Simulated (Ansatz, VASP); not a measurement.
Be3TeSe2 in VASP and in Ansatz

```
CELL_PARAMETERS angstrom
-1.89983 5.66230 2.65787
1.89983 -5.66230 2.65787
1.89983 5.66230 -2.65787
ATOMIC_POSITIONS crystal
Be 0.43967 0.26329 0.17638
Be 0.08691 0.26329 0.82362
Be 0.72367 0.22367 0.50000
Te 0.99992 0.99992 0.00000
Se 0.33107 0.99992 0.33115
Se 0.66877 0.99992 0.66885
```

Alike in both runs: functional PBE; k mesh 4 × 4 × 4; occupations gaussian, width 0.15 eV; no spin polarisation.

Ansatz relaxed the structure, and its values are those at the end. VASP's run is a single point on that final structure, the one shown.

|  | VASP | Ansatz |
| --- | --- | --- |
| version | VASP 6.6.1 | Ansatz 0.2.0 |
| potentials or method | VASP PAW PBE potentials, release 64 (Be, Te, Se), cutoff 520 eV | scalar-relativistic, plane waves, PAW |
| valence electrons in the cell | 24 | 54 |

```csv
,VASP,Ansatz,Ansatz less VASP
gap on the k mesh at the Fermi level (eV),2.07,2.08,+0.012
least direct gap on the mesh (eV),2.14,2.15,+0.012
pressure (GPa),0.2,0.1,-0.17
rms of the force components (eV/Å),0.007,0.005,-0.0017
```

With one functional, cell and mesh, what is left measures potentials, basis and numerics. VASP's potentials hold 24 valence electrons a cell and Ansatz's 54, so a difference there can come from the potentials and not from the codes.

The k mesh is coarse, so the values compare programs but aren't converged. Neither program's run includes spin-orbit coupling.
